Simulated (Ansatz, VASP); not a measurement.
**Mg2Si in VASP and in Ansatz**

```
CELL_PARAMETERS angstrom
0.00000 3.32741 3.32741
3.32741 0.00000 3.32741
3.32741 3.32741 0.00000
ATOMIC_POSITIONS crystal
Si 0.00000 0.00000 0.00000
Mg 0.25000 0.25000 0.25000
Mg 0.75000 0.75000 0.75000
```

Change from the starting cell: hydrostatic strain +5.0%.

Alike in both runs: task single point; functional r2SCAN; k mesh 8 × 8 × 8; no spin polarisation.

|  | VASP | Ansatz |
| --- | --- | --- |
| version | VASP 6.6.1 | Ansatz 0.2.0 |
| potentials or method | VASP PAW PBE potentials, release 64 (Si, Mg) | plane waves, PAW |
| plane-wave cutoff (eV) | 660 | 500 |
| occupations | gaussian, width 0.01 eV | fixed |
| valence electrons in the cell | 8 | 24 |

```tsv
	VASP	Ansatz	Ansatz less VASP
gap on the k mesh at the Fermi level (eV)	0.52	0.54	+0.020
pressure (GPa)	-6.6	-6.4	+0.23
```

VASP's potentials were made for PBE, not for r2SCAN. VASP's potentials hold 8 valence electrons a cell and Ansatz's 24, so a difference there can come from the potentials and not from the codes.
